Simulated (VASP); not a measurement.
A run of VASP 6.6.1 is set up as follows.

Contents of INCAR:

```
SYSTEM = TiAu
PREC = Accurate
ENCUT = 520
EDIFF = 1E-8
ISMEAR = -1
SIGMA = 0.08
LREAL = .FALSE.
LASPH = .TRUE.
NELM = 60
ALGO = Normal
ISIF = 2
LWAVE = .FALSE.
LCHARG = .FALSE.
GGA = PS
LEFG = .TRUE.
NBANDS = 18
```

The input KPOINTS:

```
regular mesh
0
G
  10 10 10
  0 0 0
```

Contents of POSCAR:

```
TiAu
1.0
    3.1875731978      0.0000000000      0.0000000000
    0.0000000000      3.1875731978      0.0000000000
    0.0000000000      0.0000000000      3.1875731978
Ti Au
1 1
Direct
    0.5000000000      0.5000000000      0.5000000000
    0.0000000000      0.0000000000      0.0000000000
```

Potentials or basis: VASP PAW PBE potentials, release 64 (Ti_sv, Au).

The run is started by

```bash
$ cat potpaw_PBE.64/Ti_sv/POTCAR potpaw_PBE.64/Au/POTCAR > POTCAR
$ mpirun -np 1 vasp_std > vasp.out
```

Question: Predict the pressure.

Answer: 4.8 GPa.

Caveat: without QUAD_EFG the Cq values of the log hold for a quadrupole moment of 1 mb, not for the nuclei; the PAW data sets were made with another functional, which shifts forces and pressure a little.
